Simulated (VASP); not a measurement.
Set up this calculation in VASP 6.6.1, as the native input.

```yaml
Task: single point
Functional: PBE
Potentials_or_basis: VASP PAW PBE potentials, release 64 (Al, As)
Cutoff: 500 eV
k_mesh: 8 × 8 × 8
Occupations: gaussian, width 0.02 eV
Spin: no spin polarisation
Dipole_correction: no
Further_INCAR_settings: ALGO = Normal; EDIFF = 1e-06; NBANDS = 11
```

The structure of AlAs (m) lies in POSCAR:

```
AlAs
1.0
    0.0000000000      2.8639562378      2.8639562378
    2.8639562378      0.0000000000      2.8639562378
    2.8639562378      2.8639562378      0.0000000000
Al As
1 1
Direct
    0.0000000000      0.0000000000      0.0000000000
    0.2500000000      0.2500000000      0.2500000000
```

One way to write it, as run:

INCAR

```
  PREC = Accurate
  ENCUT = 500
  EDIFF = 1E-6
  ISMEAR = 0
  SIGMA = 0.02
  LREAL = False
  LASPH = True
  NELM = 120
  ALGO = Normal
  ISIF = 2
  LWAVE = False
  LCHARG = True
  GGA = PE
  LELF = True
  LVHAR = True
  NBANDS = 11
  GGA_COMPAT = False
```

KPOINTS

```
regular mesh
0
Gamma
  8 8 8
```

Potentials or basis: VASP PAW PBE potentials, release 64 (Al, As).

Command:

```bash
$ cat potpaw_PBE.64/Al/POTCAR potpaw_PBE.64/As/POTCAR > POTCAR
$ mpirun -np 1 vasp_std > vasp.out
```

Results of the run:

```
Pressure               : 0.2 GPa
Band gap on the k mesh : 1.49 eV, indirect (least direct gap 1.78 eV)
```

Wall time 23 s on 1 thread of Intel Xeon 8259CL (shared host), peak memory 0.17 GiB.
